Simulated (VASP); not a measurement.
# WS2 in VASP: further runs

Runs on WS2. Level: PBE+D3(BJ). Tasks: single point.

All numbers are computed with VASP 6.6.1; they aren't measurements. Logs are shortened: lines on timing, memory, paths and dates and some standing lists are left out, and cuts for length are marked.

## Step 1: The cell of the first run

The cell holds a slab with vacuum, 3 atoms: a = 3.160 Å, b = 3.160 Å, c = 16.939 Å, α = 90.00°, β = 90.00°, γ = 120.00°.

## Step 2: Single point, PBE+D3(BJ)

INCAR reads:

```
  PREC = Accurate
  ENCUT = 520
  EDIFF = 1E-7
  ISMEAR = 0
  SIGMA = 0.02
  LREAL = F
  LASPH = T
  NELM = 80
  ALGO = Normal
  ISIF = 2
  LWAVE = F
  LCHARG = T
  GGA = PE
  IVDW = 12
  LELF = T
  LVHAR = T
  NBANDS = 20
```

KPOINTS reads:

```
regular mesh
0
Gamma
  12 12 2
```

POSCAR reads:

```
WS2
1.0
    3.1597166900      0.0000000000      0.0000000000
   -1.5798583450      2.7363949223      0.0000000000
    0.0000000000      0.0000000000     16.9394672491
W S
1 2
Direct
    0.3333333333      0.6666666667      0.0000000000
    0.6666666667      0.3333333333      0.9069626209
    0.6666666667      0.3333333333      0.0930373791
```

Potentials or basis: VASP PAW PBE potentials, release 64 (W_sv, S).

The run is started by

```bash
> cat potpaw_PBE.64/W_sv/POTCAR potpaw_PBE.64/S/POTCAR > POTCAR
> mpirun -np 1 vasp_std > vasp.out
```

OUTCAR:

```text
PREC = Accurate
   ENCUT = 520
   EDIFF = 1E-7
   ISMEAR = 0
   LREAL = F
   LASPH = T
   NELM = 80
   ISIF = 2
   GGA = PE
   IVDW = 12
 IVDW          = 12

 ion  position               nearest neighbor table
   1  0.333  0.667  0.000-   2 2.41   3 2.41   2 2.41   3 2.41   2 2.41   3 2.41
   2  0.667  0.333  0.907-   1 2.41   1 2.41   1 2.41
   3  0.667  0.333  0.093-   1 2.41   1 2.41   1 2.41

  LATTYP: Found a hexagonal cell.
 ALAT       =     3.1597166900
 C/A-ratio  =     5.3610715488

  Lattice vectors:

 A1 = (   3.1597166900,   0.0000000000,   0.0000000000)
 A2 = (  -1.5798583450,   2.7363949223,   0.0000000000)
 A3 = (   0.0000000000,   0.0000000000,  16.9394672491)

Analysis of symmetry for initial positions (statically):
=====================================================================
 Subroutine PRICEL returns:
 Original cell was already a primitive cell.

 Routine SETGRP: Setting up the symmetry group for a
 hexagonal supercell.

 Subroutine GETGRP returns: Found 12 space group operations
 (whereof 12 operations were pure point group operations)
 out of a pool of 24 trial point group operations.

The static configuration has the point symmetry D_3h.

Analysis of symmetry for dynamics (positions and initial velocities):
=====================================================================
 Subroutine PRICEL returns:
 Original cell was already a primitive cell.

 Routine SETGRP: Setting up the symmetry group for a
 hexagonal supercell.

 Subroutine GETGRP returns: Found 12 space group operations
 (whereof 12 operations were pure point group operations)
 out of a pool of 24 trial point group operations.

The dynamic configuration has the point symmetry D_3h.

 Subroutine INISYM returns: Found 12 space group operations
 (whereof 12 operations are pure point group operations),
 and found     1 'primitive' translations

----------------------------------------------------------------------------------------

                                     Primitive cell

  volume of cell :     146.4626

  direct lattice vectors                    reciprocal lattice vectors
     3.159716690  0.000000000  0.000000000     0.316484071  0.182722163  0.000000000
    -1.579858345  2.736394922  0.000000000     0.000000000  0.365444327  0.000000000
[... 84 lines left out ...]
   LASPH  =      T    aspherical Exc in radial PAW
   ENCUT  =  520.0 eV  38.22 Ry    6.18 a.u.   5.87  5.87 31.50*2*pi/ulx,y,z
   NELM   =     80;   NELMIN=  2; NELMDL= -5     # of ELM steps
   EDIFF  = 0.1E-06   stopping-criterion for ELM
   LREAL  =      F    real-space projection
   EDIFFG = 0.1E-05   stopping-criterion for IOM
   NSW    =      0    number of steps for IOM
   IBRION =     -1    ionic relax: 0-MD 1-quasi-New 2-CG
   NFREE  =      0    steps in history (QN), initial steepest desc. (CG)
   ISIF   =      2    stress and relaxation
   ISYM   =      2    0-nonsym 1-usesym 2-fastsym
   POTIM  = 0.5000    time-step for ionic-motion
   TEBEG  =    0.0;   TEEND  =   0.0 temperature during run
   PSTRESS=    0.0 pullay stress
   NELECT =      26.0000    total number of electrons
   NUPDOWN=      -1.0000    fix difference up-down
   EMIN   =  10.00;   EMAX   =-10.00  energy-range for DOS
   EFERMI =   0.00;   METHOD = LEGACY
   ISMEAR =     0;   SIGMA  =   0.02  broadening in eV -4-tet -1-fermi 0-gaus
   EFERMI_NEDOS =   21; number of points for ismear=-14 and -15
   IALGO  =     38    algorithm
   IMIX   =      4    mixing-type and parameters
     AMIX     =   0.40;   BMIX     =  1.00
     AMIX_MAG =   1.60;   BMIX_MAG =  1.00
  volume/ion in A,a.u.               =      48.82       329.46
  Fermi-wavevector in a.u.,A,eV,Ry     =   0.920076  1.738692 11.517875  0.846540
  Thomas-Fermi vector in A             =   2.045341
   LORBIT       =      0    0 simple, 1 ext, 2 COOP (PROOUT), +10 PAW based schemes
   GGA     = PE    functional components
   LHFCALC =     F    Hartree Fock is set to
   AEXX    =    0.0000 exact exchange contribution
   IVDW    =    12    specifies the selected vdW correction
   LEPSILON=     F    determine dielectric tensor
   LRPA    =     F    only Hartree local field effects (RPA)
 non-spin polarized calculation
 Gauss-broadening in eV      SIGMA  =   0.02
  energy-cutoff  :      520.00
  volume of cell :      146.46
 maximum number of plane-waves:      3986
 NGX is ok and might be reduce to    24
   NGX = 11   NGY = 11   NGZ = 63

 number of electron      25.9999999 magnetization

 Free energy of the ion-electron system (eV)
  ---------------------------------------------------
  ext. energy  EPLUGINS =         0.00000000
  ---------------------------------------------------
  free energy    TOTEN  =       -23.66661408 eV

  energy without entropy =      -23.66661408  energy(sigma->0) =      -23.66661408

 E-fermi :  -0.9770     XC(G=0):  -4.5876

 val. band max:       -1.1108941348   @ k =   0.3333   0.3333   0.0000
 cond. band min:       0.8114286084   @ k =   0.3333   0.3333   0.0000
 fundamental gap:      1.9223227433
 Fermi energy:        -0.9770272536

 k-point     1 :       0.0000    0.0000    0.0000
  band No.  band energies     occupation
      1     -75.1189      2.00000
      2     -39.3700      2.00000
      3     -39.1966      2.00000
      4     -39.1966      2.00000
      5     -15.9328      2.00000
      6     -14.3088      2.00000
[... 541 lines left out ...]
     19       6.0241      0.00000
     20       6.2380      0.00000

 [... further k-points ...]

------------------------ aborting loop because EDIFF is reached ----------------------------------------

 Edisp (eV)   -0.93226

 E8    (eV) :    -0.4184

  FORCE on cell =-STRESS in cart. coord.  units (eV):
  Direction    XX          YY          ZZ          XY          YZ          ZX
  --------------------------------------------------------------------------------------
  -------------------------------------------------------------------------------------
  Total      -0.02194    -0.02194    -0.03104     0.00000     0.00000     0.00000
  in kB      -0.24000    -0.24000    -0.33957     0.00000     0.00000     0.00000
  external pressure =       -0.27 kB  Pullay stress =        0.00 kB

 VOLUME and BASIS-vectors are now :
 -----------------------------------------------------------------------------
  energy-cutoff  :      520.00
  volume of cell :      146.46
      direct lattice vectors                 reciprocal lattice vectors
     3.159716690  0.000000000  0.000000000     0.316484071  0.182722163  0.000000000
    -1.579858345  2.736394922  0.000000000     0.000000000  0.365444327  0.000000000
     0.000000000  0.000000000 16.939467249     0.000000000  0.000000000  0.059033734

 POSITION                                       TOTAL-FORCE (eV/Angst)
 -----------------------------------------------------------------------------------
     -0.00000      1.82426      0.00000        -0.000000      0.000000     -0.000000
      1.57986      0.91213     15.36346         0.000000      0.000000     -0.002917
      1.57986      0.91213      1.57600         0.000000      0.000000      0.002917
 -----------------------------------------------------------------------------------
    total drift:                               -0.000000      0.000000     -0.000000

  FREE ENERGIE OF THE ION-ELECTRON SYSTEM (eV)
  ---------------------------------------------------
  free  energy   TOTEN  =       -24.5988710133 eV

  energy  without entropy=      -24.5988710133  energy(sigma->0) =      -24.59887101
```

stdout:

```text
POSCAR found type information on POSCAR W S
 POSCAR found :  2 types and       3 ions
 scaLAPACK will be used
 LDA part: xc-table for (Slater+PW92), standard interpolation
 POSCAR, INCAR and KPOINTS ok, starting setup
 FFT: planning ... GRIDC
 FFT: planning ... GRID_SOFT
 FFT: planning ... GRID
 WAVECAR not read
 entering main loop
```

It took 76 s on 1 thread of Intel Xeon 6975P-C (Granite Rapids), shared host; peak memory 0.31 GiB.

What came out:

```
Free energy                : -24.5989 eV
Band gap on the k mesh     : 1.92 eV
Dispersion energy per atom : -0.311 eV
```

Forces in eV/Å, atoms in the order of the input:
```
W    0.000  0.000  0.000
S    0.000  0.000 -0.003
S    0.000  0.000  0.003
```

Caveat: spin-orbit coupling is left out, which moves the levels of the heavy elements.

## Step 3: Single point, PBE+D3(BJ)

This run uses another cell than the first one.

INCAR reads:

```
SYSTEM = WS2
PREC     = Accurate       ! precision mode
ENCUT    = 520            ! plane-wave cutoff, eV
EDIFF    = 1E-6           ! SCF threshold, eV
ISMEAR   = 0              ! smearing method
SIGMA    = 0.02           ! smearing width, eV
LREAL    = .False.        ! projectors in reciprocal space
LASPH    = .True.         ! aspherical terms in the spheres
NELM     = 80             ! most SCF steps
ALGO     = Normal         ! electronic algorithm
ISIF     = 2              ! what is computed and relaxed
LWAVE    = .False.        ! write WAVECAR
LCHARG   = .False.        ! write CHGCAR
GGA      = PE             ! functional
IVDW     = 12             ! dispersion correction
NBANDS   = 20             ! bands
```

KPOINTS reads:

```
Automatic mesh
0
Gamma
  12 12 2
  0 0 0
```

POSCAR reads:

```
WS2
1.0
    3.1835163552      0.0000000000      0.0000000000
   -1.5917581776      2.7570060369      0.0000000000
    0.0000000000      0.0000000000     16.9505778900
W S
1 2
Direct
    0.3333333333      0.6666666667      0.0000000000
    0.6666666667      0.3333333333      0.9075249600
    0.6666666667      0.3333333333      0.0924750400
```

Potentials or basis: VASP PAW PBE potentials, release 64 (W_sv, S).

The run is started by

```bash
> cat potpaw_PBE.64/W_sv/POTCAR potpaw_PBE.64/S/POTCAR > POTCAR
> mpirun -np 1 vasp_std > vasp.out
```

OUTCAR:

```text
SYSTEM = WS2
   PREC = Accurate
   ENCUT = 520
   EDIFF = 1E-6
   ISMEAR = 0
   LREAL = .False.
   LASPH = .True.
   NELM = 80
   ISIF = 2
   GGA = PE
   IVDW = 12
 IVDW          = 12

 ion  position               nearest neighbor table
   1  0.333  0.667  0.000-   2 2.42   3 2.42   2 2.42   3 2.42   2 2.42   3 2.42
   2  0.667  0.333  0.908-   1 2.42   1 2.42   1 2.42
   3  0.667  0.333  0.092-   1 2.42   1 2.42   1 2.42

  LATTYP: Found a hexagonal cell.
 ALAT       =     3.1835163552
 C/A-ratio  =     5.3244827413

  Lattice vectors:

 A1 = (   3.1835163552,   0.0000000000,   0.0000000000)
 A2 = (  -1.5917581776,   2.7570060369,   0.0000000000)
 A3 = (   0.0000000000,   0.0000000000,  16.9505778900)

Analysis of symmetry for initial positions (statically):
=====================================================================
 Subroutine PRICEL returns:
 Original cell was already a primitive cell.

 Routine SETGRP: Setting up the symmetry group for a
 hexagonal supercell.

 Subroutine GETGRP returns: Found 12 space group operations
 (whereof 12 operations were pure point group operations)
 out of a pool of 24 trial point group operations.

The static configuration has the point symmetry D_3h.

Analysis of symmetry for dynamics (positions and initial velocities):
=====================================================================
 Subroutine PRICEL returns:
 Original cell was already a primitive cell.

 Routine SETGRP: Setting up the symmetry group for a
 hexagonal supercell.

 Subroutine GETGRP returns: Found 12 space group operations
 (whereof 12 operations were pure point group operations)
 out of a pool of 24 trial point group operations.

The dynamic configuration has the point symmetry D_3h.

 Subroutine INISYM returns: Found 12 space group operations
 (whereof 12 operations are pure point group operations),
 and found     1 'primitive' translations

----------------------------------------------------------------------------------------

                                     Primitive cell

  volume of cell :     148.7748

  direct lattice vectors                    reciprocal lattice vectors
     3.183516355  0.000000000  0.000000000     0.314118066  0.181356150  0.000000000
    -1.591758178  2.757006037  0.000000000     0.000000000  0.362712300  0.000000000
     0.000000000  0.000000000 16.950577890     0.000000000  0.000000000  0.058995039

  length of vectors
     3.183516355  3.183516355 16.950577890     0.362712300  0.362712300  0.058995039

  position of ions in fractional coordinates (direct lattice)
     0.333333333  0.666666667  0.000000000
     0.666666667  0.333333333  0.907524960
     0.666666667  0.333333333  0.092475040

  ion indices of the primitive-cell ions
   primitive index   ion index
                 1           1
                 2           2
                 3           3

----------------------------------------------------------------------------------------

 KPOINTS: Automatic mesh

Automatic generation of k-mesh.
 Grid dimensions read from file:
 generate k-points for:   12   12    2

 Generating k-lattice:

  Cartesian coordinates                     Fractional coordinates (reciprocal lattice)
     0.026176505  0.015113012  0.000000000     0.083333333 -0.000000000  0.000000000
     0.000000000  0.030226025  0.000000000     0.000000000  0.083333333  0.000000000
     0.000000000  0.000000000  0.029497519     0.000000000  0.000000000  0.500000000

  Length of vectors
     0.030226025  0.030226025  0.029497519

  Shift w.r.t. Gamma in fractional coordinates (k-lattice)
     0.000000000  0.000000000  0.000000000

 Subroutine IBZKPT returns following result:
 ===========================================

 Found     38 irreducible k-points:

 Following reciprocal coordinates:
            Coordinates               Weight
  0.000000  0.000000  0.000000      1.000000
  0.083333  0.000000  0.000000      6.000000
  0.166667  0.000000  0.000000      6.000000
  0.250000  0.000000  0.000000      6.000000
  0.333333 -0.000000  0.000000      6.000000
  0.416667  0.000000  0.000000      6.000000
[... 16 lines left out ...]
  0.250000  0.000000  0.500000      6.000000
  0.333333 -0.000000  0.500000      6.000000
 [... further k-points ...]
   k-points           NKPTS =     38   k-points in BZ     NKDIM =     38   number of bands    NBANDS=     20
   number of dos      NEDOS =    301   number of ions     NIONS =      3
   total plane-waves  NPLWV =  72576
   dimension x,y,z NGX =    24 NGY =   24 NGZ =  126
   dimension x,y,z NGXF=    48 NGYF=   48 NGZF=  252
   ions per type =               1   2
   NGX,Y,Z   is equivalent  to a cutoff of  12.53, 12.53, 12.36 a.u.
   NGXF,Y,Z  is equivalent  to a cutoff of  25.07, 25.07, 24.72 a.u.
 SYSTEM =  WS2
   PREC   = accura    normal or accurate (medium, high low for compatibility)
   ISTART =      0    job   : 0-new  1-cont  2-samecut
   ICHARG =      2    charge: 1-file 2-atom 10-const
   ISPIN  =      1    spin polarized calculation?
   LNONCOLLINEAR =      F non collinear calculations
   LSORBIT =      F    spin-orbit coupling
   LASPH  =      T    aspherical Exc in radial PAW
   ENCUT  =  520.0 eV  38.22 Ry    6.18 a.u.   5.92  5.92 31.52*2*pi/ulx,y,z
   NELM   =     80;   NELMIN=  2; NELMDL= -5     # of ELM steps
   EDIFF  = 0.1E-05   stopping-criterion for ELM
   LREAL  =      F    real-space projection
   EDIFFG = 0.1E-04   stopping-criterion for IOM
   NSW    =      0    number of steps for IOM
   IBRION =     -1    ionic relax: 0-MD 1-quasi-New 2-CG
   NFREE  =      0    steps in history (QN), initial steepest desc. (CG)
   ISIF   =      2    stress and relaxation
   ISYM   =      2    0-nonsym 1-usesym 2-fastsym
   POTIM  = 0.5000    time-step for ionic-motion
   TEBEG  =    0.0;   TEEND  =   0.0 temperature during run
   PSTRESS=    0.0 pullay stress
   NELECT =      26.0000    total number of electrons
   NUPDOWN=      -1.0000    fix difference up-down
   EMIN   =  10.00;   EMAX   =-10.00  energy-range for DOS
   EFERMI =   0.00;   METHOD = LEGACY
   ISMEAR =     0;   SIGMA  =   0.02  broadening in eV -4-tet -1-fermi 0-gaus
   EFERMI_NEDOS =   21; number of points for ismear=-14 and -15
   IALGO  =     38    algorithm
   IMIX   =      4    mixing-type and parameters
     AMIX     =   0.40;   BMIX     =  1.00
     AMIX_MAG =   1.60;   BMIX_MAG =  1.00
  volume/ion in A,a.u.               =      49.59       334.66
  Fermi-wavevector in a.u.,A,eV,Ry     =   0.915285  1.729637 11.398226  0.837746
  Thomas-Fermi vector in A             =   2.040009
   LORBIT       =      0    0 simple, 1 ext, 2 COOP (PROOUT), +10 PAW based schemes
   GGA     = PE    functional components
   LHFCALC =     F    Hartree Fock is set to
   AEXX    =    0.0000 exact exchange contribution
   IVDW    =    12    specifies the selected vdW correction
   LEPSILON=     F    determine dielectric tensor
   LRPA    =     F    only Hartree local field effects (RPA)
 non-spin polarized calculation
 Gauss-broadening in eV      SIGMA  =   0.02
  energy-cutoff  :      520.00
  volume of cell :      148.77
 maximum number of plane-waves:      4032
 NGX is ok and might be reduce to    24
   NGX = 11   NGY = 11   NGZ = 63

 number of electron      26.0000001 magnetization

 Free energy of the ion-electron system (eV)
  ---------------------------------------------------
  ext. energy  EPLUGINS =         0.00000000
  ---------------------------------------------------
  free energy    TOTEN  =       -23.67406034 eV

  energy without entropy =      -23.67406034  energy(sigma->0) =      -23.67406034

 E-fermi :  -1.0772     XC(G=0):  -4.5481

 val. band max:       -1.2049784986   @ k =   0.3333   0.3333   0.5000
 cond. band min:       0.6123753848   @ k =   0.3333   0.3333   0.0000
 fundamental gap:      1.8173538834
 Fermi energy:        -1.0771972638

 k-point     1 :       0.0000    0.0000    0.0000
  band No.  band energies     occupation
      1     -75.2343      2.00000
      2     -39.4676      2.00000
      3     -39.3205      2.00000
      4     -39.3205      2.00000
      5     -15.9510      2.00000
      6     -14.3181      2.00000
[... 12 lines left out ...]
     19       4.2527      0.00000
[... 513 lines left out ...]
      4     -39.3791      2.00000
      5     -14.4842      2.00000
      6     -13.7915      2.00000
[... 12 lines left out ...]
     19       5.9493      0.00000
     20       6.1166      0.00000

 [... further k-points ...]

------------------------ aborting loop because EDIFF is reached ----------------------------------------

 Edisp (eV)   -0.91927

 E8    (eV) :    -0.4126

  FORCE on cell =-STRESS in cart. coord.  units (eV):
  Direction    XX          YY          ZZ          XY          YZ          ZX
  --------------------------------------------------------------------------------------
  -------------------------------------------------------------------------------------
  Total      -0.75151    -0.75151    -0.02788     0.00000     0.00000     0.00000
  in kB      -8.09314    -8.09314    -0.30026     0.00000     0.00000     0.00000
  external pressure =       -5.50 kB  Pullay stress =        0.00 kB

 VOLUME and BASIS-vectors are now :
 -----------------------------------------------------------------------------
  energy-cutoff  :      520.00
  volume of cell :      148.77
      direct lattice vectors                 reciprocal lattice vectors
     3.183516355  0.000000000  0.000000000     0.314118066  0.181356150  0.000000000
    -1.591758178  2.757006037  0.000000000     0.000000000  0.362712300  0.000000000
     0.000000000  0.000000000 16.950577890     0.000000000  0.000000000  0.058995039

 POSITION                                       TOTAL-FORCE (eV/Angst)
 -----------------------------------------------------------------------------------
     -0.00000      1.83800      0.00000        -0.000000      0.000000      0.000000
      1.59176      0.91900     15.38307         0.000000     -0.000000     -0.004042
      1.59176      0.91900      1.56751         0.000000     -0.000000      0.004042
 -----------------------------------------------------------------------------------
    total drift:                                0.000000     -0.000000     -0.000000

  FREE ENERGIE OF THE ION-ELECTRON SYSTEM (eV)
  ---------------------------------------------------
  free  energy   TOTEN  =       -24.5933284937 eV

  energy  without entropy=      -24.5933284937  energy(sigma->0) =      -24.59332849
```

Run time: 77 s. Hardware: 1 thread of Intel Xeon 6975P-C (Granite Rapids), shared host; peak memory 0.31 GiB.

Results:

| Quantity | Value |
| --- | --- |
| Free energy | -24.5933 eV |
| Largest force | 0.004 eV/Å |
| Band gap on the k mesh | 1.82 eV |
| Dispersion energy per atom | -0.306 eV |

Forces on the atoms (eV/Å):
```
W    0.000  0.000  0.000
S    0.000  0.000 -0.004
S    0.000  0.000  0.004
```

Caveat: spin-orbit coupling is left out, which moves the levels of the heavy elements.
